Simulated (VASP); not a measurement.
# HfNbF3 (R-3m) in VASP: single point with PBE

Aim: the single point of HfNbF3 with PBE.

Program: VASP 6.6.1. These are calculated values, not measurements. Logs are shortened: lines on timing, memory, paths and dates and some standing lists are left out, and cuts for length are marked.

## 1. The cell of the first run

The structure is trigonal, space group R-3m (No. 166). The conventional cell has a = 4.680 Å, b = 4.680 Å, c = 10.709 Å, α = 90.00°, β = 90.00°, γ = 120.00°. Within 3.0 Å of Hf (site symmetry -3m) lie 6 F at 2.24 Å. Nb (site symmetry -3m) has 6 F at 2.34 Å within 3.1 Å. Within 3.0 Å of F (site symmetry 2/m) lie 2 Hf at 2.24 Å and 2 Nb at 2.34 Å and 4 F at 2.34 Å.

The cell was generated, and may not be a known phase.

## 2. Single point, PBE

Input file INCAR:

```
  ALGO = Normal
  EDIFF = 1E-6
  ENCUT = 520
  GGA = PE
  ISIF = 2
  ISMEAR = 0
  LASPH = True
  LCHARG = True
  LELF = True
  LREAL = False
  LVHAR = True
  LWAVE = False
  NBANDS = 30
  NELM = 80
  PREC = Accurate
  SIGMA = 0.1
```

Input file KPOINTS:

```
k-points
0
Gamma
  12 12 12
```

Input file POSCAR:

```
HfNbF3
1.0
    2.3398994456      1.3509415748      3.5696803383
   -2.3398994456      1.3509415748      3.5696803383
    0.0000000000     -2.7018831496      3.5696803383
Hf Nb F
1 1 3
Direct
    0.5000000000      0.5000000000      0.5000000000
    0.0000000000      0.0000000000      0.0000000000
    0.5000000000      0.5000000000      0.0000000000
    0.0000000000      0.5000000000      0.5000000000
    0.5000000000      0.0000000000      0.5000000000
```

Potentials or basis: VASP PAW PBE potentials, release 64 (Hf_pv, Nb_sv, F).

On the command line:

```sh
$ cat potpaw_PBE.64/Hf_pv/POTCAR potpaw_PBE.64/Nb_sv/POTCAR potpaw_PBE.64/F/POTCAR > POTCAR
$ mpirun -np 1 vasp_std > vasp.out
```

OUTCAR:

```text
EDIFF = 1E-6
   ENCUT = 520
   GGA = PE
   ISIF = 2
   ISMEAR = 0
   LASPH = True
   LREAL = False
   NELM = 80
   PREC = Accurate

 ion  position               nearest neighbor table
   1  0.500  0.500  0.500-   4 2.24   5 2.24   5 2.24   4 2.24   3 2.24   3 2.24   2 3.24   2 3.24
                             2 3.24   2 3.24   2 3.24   2 3.24
   2  0.000  0.000  0.000-   3 2.34   3 2.34   4 2.34   4 2.34   5 2.34   5 2.34   1 3.24   1 3.24
                             1 3.24   1 3.24   1 3.24   1 3.24
   3  0.500  0.500  0.000-   1 2.24   1 2.24   2 2.34   2 2.34
   4  0.000  0.500  0.500-   1 2.24   1 2.24   2 2.34   2 2.34
   5  0.500  0.000  0.500-   1 2.24   1 2.24   2 2.34   2 2.34

  LATTYP: Found a trigonal (rhomboedric) cell.
 ALAT       =     4.4769174966
 COS(alpha) =     0.4536559689

  Lattice vectors:

 A1 = (   2.3398994456,   1.3509415748,   3.5696803383)
 A2 = (  -2.3398994456,   1.3509415748,   3.5696803383)
 A3 = (   0.0000000000,  -2.7018831496,   3.5696803383)

Analysis of symmetry for initial positions (statically):
=====================================================================
 Subroutine PRICEL returns:
 Original cell was already a primitive cell.

 Routine SETGRP: Setting up the symmetry group for a
 trigonal (rhombohedral) supercell.

 Subroutine GETGRP returns: Found 12 space group operations
 (whereof 12 operations were pure point group operations)
 out of a pool of 12 trial point group operations.

The static configuration has the point symmetry D_3d.

Analysis of symmetry for dynamics (positions and initial velocities):
=====================================================================
 Subroutine PRICEL returns:
 Original cell was already a primitive cell.

 Routine SETGRP: Setting up the symmetry group for a
 trigonal (rhombohedral) supercell.

 Subroutine GETGRP returns: Found 12 space group operations
 (whereof 12 operations were pure point group operations)
 out of a pool of 12 trial point group operations.

The dynamic configuration has the point symmetry D_3d.

 Subroutine INISYM returns: Found 12 space group operations
 (whereof 12 operations are pure point group operations),
 and found     1 'primitive' translations

----------------------------------------------------------------------------------------

                                     Primitive cell

[... 96 lines left out ...]
   EDIFF  = 0.1E-05   stopping-criterion for ELM
   LREAL  =      F    real-space projection
   EDIFFG = 0.1E-04   stopping-criterion for IOM
   NSW    =      0    number of steps for IOM
   IBRION =     -1    ionic relax: 0-MD 1-quasi-New 2-CG
   NFREE  =      0    steps in history (QN), initial steepest desc. (CG)
   ISIF   =      2    stress and relaxation
   ISYM   =      2    0-nonsym 1-usesym 2-fastsym
   POTIM  = 0.5000    time-step for ionic-motion
   TEBEG  =    0.0;   TEEND  =   0.0 temperature during run
   PSTRESS=    0.0 pullay stress
   NELECT =      44.0000    total number of electrons
   NUPDOWN=      -1.0000    fix difference up-down
   EMIN   =  10.00;   EMAX   =-10.00  energy-range for DOS
   EFERMI =   0.00;   METHOD = LEGACY
   ISMEAR =     0;   SIGMA  =   0.10  broadening in eV -4-tet -1-fermi 0-gaus
   EFERMI_NEDOS =   21; number of points for ismear=-14 and -15
   IALGO  =     38    algorithm
   IMIX   =      4    mixing-type and parameters
     AMIX     =   0.40;   BMIX     =  1.00
     AMIX_MAG =   1.60;   BMIX_MAG =  1.00
  volume/ion in A,a.u.               =      13.54        91.38
  Fermi-wavevector in a.u.,A,eV,Ry     =   1.418037  2.679702 27.358995  2.010829
  Thomas-Fermi vector in A             =   2.539205
   LORBIT       =      0    0 simple, 1 ext, 2 COOP (PROOUT), +10 PAW based schemes
   GGA     = PE    functional components
   LHFCALC =     F    Hartree Fock is set to
   AEXX    =    0.0000 exact exchange contribution
   IVDW    =     0    specifies the selected vdW correction
   LEPSILON=     F    determine dielectric tensor
   LRPA    =     F    only Hartree local field effects (RPA)
 non-spin polarized calculation
 Gauss-broadening in eV      SIGMA  =   0.10
  energy-cutoff  :      520.00
  volume of cell :       67.70
 maximum number of plane-waves:      1842
 NGX is ok and might be reduce to    36
   NGX = 17   NGY = 17   NGZ = 17

 number of electron      43.9999991 magnetization

 Free energy of the ion-electron system (eV)
  ---------------------------------------------------
  ext. energy  EPLUGINS =         0.00000000
  ---------------------------------------------------
  free energy    TOTEN  =       -33.75687625 eV

  energy without entropy =      -33.74427082  energy(sigma->0) =      -33.75057354

 E-fermi :   6.8657     XC(G=0): -11.1979

 val. band max:        6.8620839215   @ k =   0.0833   0.0833   0.0000
 cond. band min:       6.8847897473   @ k =  -0.0833   0.0833   0.0000
 fundamental gap:      0.0227058257
 Fermi energy:         6.8657162131

 k-point     1 :       0.0000    0.0000    0.0000
  band No.  band energies     occupation
      1     -49.1482      2.00000
      2     -25.7404      2.00000
      3     -25.6093      2.00000
      4     -25.6093      2.00000
      5     -25.2554      2.00000
      6     -25.2554      2.00000
[... 781 lines left out ...]
     29      10.1313      0.00000
     30      11.1154      0.00000

 [... further k-points ...]

------------------------ aborting loop because EDIFF is reached ----------------------------------------

  FORCE on cell =-STRESS in cart. coord.  units (eV):
  Direction    XX          YY          ZZ          XY          YZ          ZX
  --------------------------------------------------------------------------------------
  -------------------------------------------------------------------------------------
  Total       -0.4193190     -0.4193190     -1.0198787     -0.0000000     -0.0000000      0.0000000
  in kB       -9.9229494     -9.9229494    -24.1348582     -0.0000000     -0.0000000      0.0000000
  external PRESSURE =     -14.6602523 kB  Pullay stress =       0.0000000 kB

 VOLUME and BASIS-vectors are now :
 -----------------------------------------------------------------------------
  energy-cutoff  :      520.00
  volume of cell :       67.70
      direct lattice vectors                 reciprocal lattice vectors
     2.339899446  1.350941575  3.569680338     0.213684396  0.123370744  0.093379043
    -2.339899446  1.350941575  3.569680338    -0.213684396  0.123370744  0.093379043
     0.000000000 -2.701883150  3.569680338     0.000000000 -0.246741487  0.093379043

 POSITION                                       TOTAL-FORCE (eV/Angst)
 -----------------------------------------------------------------------------------
      0.00000      0.00000      5.35452         0.000000      0.000000     -0.000000
      0.00000      0.00000      0.00000         0.000000     -0.000000     -0.000000
      0.00000      1.35094      3.56968         0.000000      0.000000      0.000000
     -1.16995     -0.67547      3.56968         0.000000     -0.000000     -0.000000
      1.16995     -0.67547      3.56968        -0.000000      0.000000      0.000000
 -----------------------------------------------------------------------------------
    total drift:                                0.000000     -0.000000      0.000000

  FREE ENERGIE OF THE ION-ELECTRON SYSTEM (eV)
  ---------------------------------------------------
  free  energy   TOTEN  =       -33.7568762518 eV

  energy  without entropy=      -33.7442708213  energy(sigma->0) =      -33.75057354
```

OSZICAR:

```text
N       E                     dE             d eps       ncg     rms          rms(c)
DAV:   1     0.376320334492E+03    0.37632E+03   -0.25330E+04 11340   0.148E+03
DAV:   2    -0.127128095504E+02   -0.38903E+03   -0.37677E+03 13940   0.464E+02
DAV:   3    -0.357415346410E+02   -0.23029E+02   -0.22527E+02 15828   0.102E+02
DAV:   4    -0.369476251498E+02   -0.12061E+01   -0.11954E+01 18970   0.205E+01
DAV:   5    -0.369662490337E+02   -0.18624E-01   -0.18606E-01 14838   0.209E+00    0.341E+01
DAV:   6    -0.339435281474E+02    0.30227E+01   -0.12034E+01 15374   0.259E+01    0.223E+01
DAV:   7    -0.339504169377E+02   -0.68888E-02   -0.27497E+00 15982   0.107E+01    0.145E+01
DAV:   8    -0.338511143026E+02    0.99303E-01   -0.24221E+00 16882   0.709E+00    0.601E+00
DAV:   9    -0.337592494369E+02    0.91865E-01   -0.37180E-01 16640   0.404E+00    0.623E-01
DAV:  10    -0.337568669988E+02    0.23824E-02   -0.19949E-02 12972   0.931E-01    0.649E-01
DAV:  11    -0.337568847210E+02   -0.17722E-04   -0.14594E-03 17452   0.293E-01    0.892E-02
DAV:  12    -0.337568749360E+02    0.97850E-05   -0.12323E-04 14980   0.808E-02    0.258E-02
DAV:  13    -0.337568768396E+02   -0.19036E-05   -0.15065E-05 17460   0.280E-02    0.271E-02
DAV:  14    -0.337568762518E+02    0.58779E-06   -0.85519E-07  8220   0.709E-03
   1 F= -.33756876E+02 E0= -.33750574E+02  d E =-.126054E-01
```

Wall time 6.8 min (1 thread of Intel Xeon Platinum 8488C (Sapphire Rapids), shared host); peak memory 0.47 GiB.

Results:

```yaml
Free_energy: -33.7569 eV
Pressure: -1.5 GPa
Band_gap_on_the_k_mesh: zero (bands 22 and 23 overlap by 0.19 eV)
```

Levels at points of the mesh, in eV from the Fermi level:
```
           k point  band 19  band 20  band 21  band 22  band 23  band 24  band 25  band 26
(0.00, 0.00, 0.00)    -5.60    -3.42    -2.25    -2.25    -0.15    -0.15     1.55     2.59
(0.50, 0.00, 0.00)    -5.81    -0.92    -0.91    -0.53     0.51     0.84     0.93     1.44
(0.50, 0.50, 0.00)    -5.79    -1.29    -0.86    -0.39     0.78     1.84     1.91     2.69
(0.50, 0.50, 0.50)    -5.59    -0.43    -0.43    -0.41     0.33     0.33     0.75     1.20
```

Caveat: spin-orbit coupling is left out, which moves the levels of the heavy elements.

The gap in the log of VASP goes by the Fermi energy; the results here count the filled bands.